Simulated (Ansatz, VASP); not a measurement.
PbSe in VASP and in Ansatz

Contents of POSCAR:

```
PbSe
1.0
    0.0000000000      3.1401827287      3.1401827287
    3.1401827287      0.0000000000      3.1401827287
    3.1401827287      3.1401827287      0.0000000000
Pb Se
1 1
Direct
    0.0000000000      0.0000000000      0.0000000000
    0.5000000000      0.5000000000      0.5000000000
```

INCAR.step1

```
SYSTEM = PbSe
ALGO = Normal
EDIFF = 1E-4
ENCUT = 520
GGA = PE
ISMEAR = 0
LASPH = .True.
LCHARG = .False.
LREAL = .False.
LWAVE = .True.
NBANDS = 17
NELM = 80
PREC = Accurate
SIGMA = 0.01
```

Contents of INCAR.step2:

```
SYSTEM = PbSe
ALGO = Normal
EDIFF = 1E-6
ENCUT = 520
ISIF = 2
ISMEAR = 0
ISTART = 1
LASPH = .True.
LCHARG = .False.
LMIXTAU = .True.
LREAL = .False.
LWAVE = .False.
METAGGA = R2SCAN
NBANDS = 17
NELM = 80
PREC = Accurate
SIGMA = 0.01
```

File KPOINTS:

```
k-points
0
Gamma
  6 6 6
  0 0 0
```

Input for Ansatz:

```yaml
crystal:
  lattice:
    - [0.0, 3.1401827287176194, 3.1401827287176194]
    - [3.1401827287176194, 0.0, 3.1401827287176194]
    - [3.1401827287176194, 3.1401827287176194, 0.0]
  atoms:
    - { symbol: Pb, position: [0.0, 0.0, 0.0] }
    - { symbol: Se, position: [0.5, 0.5, 0.5] }
basis:
  ecutwfc: 503.410645550778
kpoints:
  mp_grid:
    grid: [6, 6, 6]
hamiltonian:
  xc: r2scan
scf:
  max_iter: 95
  convergence:
    dr2_threshold: 1.0e-09
  occupations:
    method: fixed
output:
  stress: true
```

Alike in both runs: task single point; functional r2SCAN; k mesh 6 × 6 × 6; no spin polarisation.

|  | VASP | Ansatz |
| --- | --- | --- |
| version | VASP 6.6.1 | Ansatz 0.2.0 |
| potentials or method | VASP PAW PBE potentials, release 64 (Pb_d, Se), cutoff 520 eV | plane waves, PAW |
| occupations | gaussian, width 0.01 eV | fixed |
| valence electrons in the cell | 20 | 30 |

```tsv
	VASP	Ansatz	Ansatz less VASP
pressure (GPa)	-2.3	-2.3	+0.01
```

VASP's potentials were made for PBE, not for r2SCAN. VASP's potentials hold 20 valence electrons a cell and Ansatz's 30, so a difference there can come from the potentials and not from the codes. Ansatz's warnings: stress scf threshold loose.

Spin-orbit coupling is off throughout.
